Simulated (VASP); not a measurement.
Write the native input for VASP 6.6.1 that does the following.

```
Task                   : single point
Functional             : PBEsol
Potentials or basis    : VASP PAW PBE potentials, release 64 (Mn_pv, S)
Cutoff                 : 520 eV
k mesh                 : 9 × 9 × 9
Occupations            : fermi-dirac, width 0.05 eV
Spin                   : collinear spin, ferromagnetic start
Starting moments       : [4.0, 0.0] μB
Dipole correction      : no
Further INCAR settings : ALGO = Normal; EDIFF = 1e-07; NBANDS = 20
```

The structure of MnS lies in POSCAR:

```
MnS
1.0
    0.0000000000      2.4734634191      2.4734634191
    2.4734634191      0.0000000000      2.4734634191
    2.4734634191      2.4734634191      0.0000000000
Mn S
1 1
Direct
    0.0000000000      0.0000000000      0.0000000000
    0.7500000000      0.7500000000      0.7500000000
```

These files were run (other wordings do the same):

INCAR

```
SYSTEM = MnS
PREC = Accurate
ENCUT = 520
EDIFF = 1E-7
ISMEAR = -1
SIGMA = 0.05
LREAL = .FALSE.
LASPH = .TRUE.
NELM = 150
ALGO = Normal
ISIF = 2
LWAVE = .FALSE.
LCHARG = .FALSE.
ISPIN = 2
MAGMOM = 4 0
LORBIT = 11
LMAXMIX = 4
GGA = PS
NBANDS = 20
```

KPOINTS

```
Automatic mesh
0
G
  9 9 9
  0 0 0
```

Potentials or basis: VASP PAW PBE potentials, release 64 (Mn_pv, S).

Command:

```console
$ cat potpaw_PBE.64/Mn_pv/POTCAR potpaw_PBE.64/S/POTCAR > POTCAR
$ mpirun -np 1 vasp_std > vasp.out
```

It gave:

```json
{"Pressure": "-2.8 GPa", "Net moment": "0.23 μB per cell", "Site moments": "Mn +0.23; S -0.01 μB", "Valence electrons inside the program's atomic spheres": "Mn 12.04; S 3.72"}
```

Caveat: the PAW data sets were made with another functional, which shifts forces and pressure a little.

Wall time 70 s on 1 thread of Intel Xeon 8259CL, with other jobs on the host, peak memory 0.19 GiB.
